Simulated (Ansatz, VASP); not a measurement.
**Two plane-wave programs on C**

File INCAR:

```
ALGO = Normal
EDIFF = 1E-7
ENCUT = 520
GGA = PE
ISIF = 2
ISMEAR = 0
LASPH = T
LCHARG = F
LREAL = F
LWAVE = F
NBANDS = 16
NELM = 80
PREC = Accurate
SIGMA = 0.01
```

Contents of KPOINTS:

```
k-points
0
Gamma
  9 9 6
```

POSCAR

```
C
1.0
    2.5116019573      0.0000000000      0.0000000000
   -1.2558009787      2.1751110992      0.0000000000
    0.0000000000      0.0000000000      4.1803056319
C
4
Direct
    0.3333333333      0.6666666667     -0.0002709413
    0.6666666667      0.3333333333      0.4997290587
    0.3333333333      0.6666666667      0.3742709413
    0.6666666667      0.3333333333      0.8742709413
```

Input for Ansatz:

```yaml
crystal:
  lattice:
    - [2.5116019573, 0.0, 0.0]
    - [-1.2558009787, 2.1751110992, 0.0]
    - [0.0, 0.0, 4.1803056319]
  atoms:
    - { symbol: C, position: [0.3333333333, 0.6666666667, -0.0002709413] }
    - { symbol: C, position: [0.6666666667, 0.3333333333, 0.4997290587] }
    - { symbol: C, position: [0.3333333333, 0.6666666667, 0.3742709413] }
    - { symbol: C, position: [0.6666666667, 0.3333333333, 0.8742709413] }
basis:
  ecutwfc: 420
kpoints:
  mp_grid: { grid: [9, 9, 6] }
  band_path:
    path:
      - [0.0, 0.0, 0.0]
      - [0.0, 0.0, 0.0]
      - [0.0, 0.0, 0.0]
      - [0.0, 0.0, 0.0]
      - [0.0, 0.0, 0.0]
      - [0.0, 0.0, 0.0]
      - [0.0, 0.0, 0.0]
      - [0.0, 0.0, 0.0]
      - [0.0, 0.0, 0.0]
      - [0.0, 0.0, 0.0]
      - [0.0, 0.0, 0.0]
      - [0.0, 0.0, 0.0]
      - [0.0, 0.0, 0.0]
      - [0.0, 0.0, 0.0]
      - [0.0, 0.0, 0.0]
      - [0.0, 0.0, 0.0]
      - [0.0, 0.0, 0.0]
      - [0.0, 0.0, 0.0]
      - [0.0, 0.0, 0.0]
      - [0.0, 0.0, 0.0]
      - [0.0, 0.0, 0.0]
      - [0.0, 0.0, 0.0]
      - [0.0, 0.0, 0.0]
      - [0.0, 0.0, 0.0]
      - [0.0, 0.0, 0.0]
      - [0.0, 0.0, 0.0]
      - [0.3, 0.0, 0.0]
      - [0.3166666667, 0.0, 0.0]
      - [0.3333333333, 0.0, 0.0]
      - [0.35, 0.0, 0.0]
      - [0.3666666667, 0.0, 0.0]
      - [0.3833333333, 0.0, 0.0]
      - [0.4, 0.0, 0.0]
      - [0.4166666667, 0.0, 0.0]
      - [0.4333333333, 0.0, 0.0]
      - [0.45, 0.0, 0.0]
      - [0.4666666667, 0.0, 0.0]
      - [0.4833333333, 0.0, 0.0]
      - [0.5, 0.0, 0.0]
      - [0.5, 0.0, 0.0]
      - [0.5, 0.0, 0.0416666667]
      - [0.5, 0.0, 0.0833333333]
      - [0.5, 0.0, 0.125]
      - [0.5, 0.0, 0.1666666667]
      - [0.5, 0.0, 0.2083333333]
      - [0.5, 0.0, 0.25]
      - [0.5, 0.0, 0.2916666667]
      - [0.5, 0.0, 0.3333333333]
      - [0.5, 0.0, 0.375]
      - [0.5, 0.0, 0.4166666667]
      - [0.5, 0.0, 0.4583333333]
      - [0.5, 0.0, 0.5]
      - [0.3333333333, 0.3333333333, 0.0]
      - [0.3333333333, 0.3333333333, 0.0]
      - [0.3333333333, 0.3333333333, 0.0]
      - [0.3333333333, 0.3333333333, 0.0]
      - [0.3333333333, 0.3333333333, 0.0]
      - [0.3333333333, 0.3333333333, 0.0]
      - [0.3333333333, 0.3333333333, 0.0]
      - [0.3333333333, 0.3333333333, 0.0]
      - [0.3333333333, 0.3333333333, 0.0]
      - [0.3333333333, 0.3333333333, 0.0]
      - [0.3333333333, 0.3333333333, 0.0]
      - [0.3333333333, 0.3333333333, 0.0]
      - [0.3333333333, 0.3333333333, 0.0]
      - [0.0, 0.0, 0.5]
      - [0.0, 0.0, 0.5]
      - [0.0, 0.0, 0.5]
      - [0.0, 0.0, 0.5]
      - [0.0, 0.0, 0.5]
      - [0.0, 0.0, 0.5]
      - [0.0, 0.0, 0.5]
      - [0.0, 0.0, 0.5]
      - [0.0, 0.0, 0.5]
      - [0.0, 0.0, 0.5]
      - [0.0, 0.0, 0.5]
      - [0.0, 0.0, 0.5]
      - [0.0, 0.0, 0.5]
    npoints: 1
hamiltonian:
  xc: pbe
  pseudopotentials: { kind: paw, azcp: { folder: soft_1 } }
scf:
  occupations: { method: fixed }
  n_extra_bands: 6
output:
  eigenvalues: true
```

Alike in both runs: task single point; functional PBE; k mesh 9 × 9 × 6; no spin polarisation.

|  | VASP | Ansatz |
| --- | --- | --- |
| version | VASP 6.6.1 | Ansatz 0.2.0 |
| potentials or method | VASP PAW PBE potentials, release 64 (C), cutoff 520 eV | scalar-relativistic, plane waves, PAW |
| occupations | gaussian, width 0.01 eV | fixed |
| valence electrons in the cell | 16 | 16 |

|  | VASP | Ansatz | Ansatz less VASP |
| --- | --- | --- | --- |
| gap on the k mesh at the Fermi level (eV) | 3.34 | 3.36 | +0.017 |
| least direct gap on the mesh (eV) | 4.96 | 4.97 | +0.008 |
